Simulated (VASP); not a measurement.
The system is SiC.

```
CELL_PARAMETERS angstrom
0.00000 2.13449 2.20587
2.13449 0.00000 2.20587
2.13449 2.13449 0.00000
ATOMIC_POSITIONS crystal
Si 0.00000 0.00000 0.00000
C 0.25000 0.25000 0.25000
```

This cell differs from its parent crystal: epitaxial xy strain -2.0%.

Base run:

```yaml
Program: VASP 6.6.1
Functional: r2SCAN
Potentials_or_basis: VASP PAW PBE potentials, release 64 (Si, C)
Cutoff: 520 eV
k_mesh: 10 × 10 × 10
Occupations: gaussian, width 0.01 eV
Spin: no spin polarisation
```

Its results: band gap on the k mesh 1.52 eV, indirect (least direct gap 5.06 eV); pressure 6.4 GPa.

**Question.** The run is repeated on the same cell with these changes: functional from r2SCAN to PBE; k mesh from 10 × 10 × 10 to 6 × 6 × 6. What comes out?

**Answer.** Band gap on the k mesh 1.15 eV, indirect (least direct gap 4.53 eV); pressure 10.1 GPa.

Several settings changed at once, so the effect can't be laid on one alone.

Caveats: some runs use coarse meshes; the PAW data sets were made with another functional, which shifts forces and pressure a little (some runs).

A k mesh can miss the band edges.
